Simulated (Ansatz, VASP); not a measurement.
## Ge: VASP beside Ansatz

```
Ge
1.0
     1.40031   -2.44170    0.00000
     1.40031    2.44170    0.00000
     0.00000    0.00000    5.33861
Ge
2
Cartesian
  1.4003 -0.8133 1.3347
  1.4003 0.8133 4.0040
```

Alike in both runs: task single point; functional PBEsol; dispersion D3(BJ); k mesh 20 × 20 × 12; occupations gaussian, width 0.15 eV; no spin polarisation.

|  | VASP | Ansatz |
| --- | --- | --- |
| version | VASP 6.6.1 | Ansatz 0.2.0 |
| potentials or method | VASP PAW PBE potentials, release 64 (Ge_d), cutoff 520 eV | scalar-relativistic, plane waves, PAW |
| valence electrons in the cell | 28 | 28 |

Ansatz gave:

```
gap on the k mesh at the Fermi level (eV)                     : none
pressure (GPa)                                                : -1.2
traceless stress, the component that is largest in VASP (GPa) : -5.65
```

Estimate VASP's values.

gap on the k mesh at the Fermi level (eV): none; pressure (GPa): -1.2; traceless stress, the component that is largest in VASP (GPa): -5.66.

VASP's potentials were made for PBE, not for PBEsol. A gap of «none» marks a metal or a gap that the smearing closes.
